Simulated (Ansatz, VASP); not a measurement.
# Ba2BCl in VASP and in Ansatz

```
CELL_PARAMETERS angstrom
4.51011 0.00000 0.00000
0.00000 4.51011 0.00000
0.00000 0.00000 6.28245
ATOMIC_POSITIONS crystal
Ba 0.00000 0.00000 0.50000
Ba 0.50000 0.50000 0.00000
B 0.00000 0.00000 0.00000
Cl 0.50000 0.50000 0.50000
```

Change from the starting cell: species swapped into the BaEuS2 type (P4/mmm, No. 123).

Alike in both runs: functional PBE; k mesh 10 × 10 × 8; occupations gaussian, width 0.1 eV; no spin polarisation.

Ansatz relaxed the structure, and its values are those at the end. VASP's run is a single point on that final structure, the one shown.

|  | VASP | Ansatz |
| --- | --- | --- |
| version | VASP 6.6.1 | Ansatz 0.2.0 |
| potentials or method | VASP PAW PBE potentials, release 64 (Ba_sv, B, Cl), cutoff 520 eV | scalar-relativistic, plane waves, PAW |
| valence electrons in the cell | 30 | 30 |

|  | VASP | Ansatz | Ansatz less VASP |
| --- | --- | --- | --- |
| gap on the k mesh at the Fermi level (eV) | none | none | - |
| pressure (GPa) | 0.4 | 0.0 | -0.37 |

A gap of «none» marks a metal or a gap that the smearing closes. The functional is the same, so the differences come from potentials, cutoffs and numerics.

Spin-orbit coupling is off throughout.
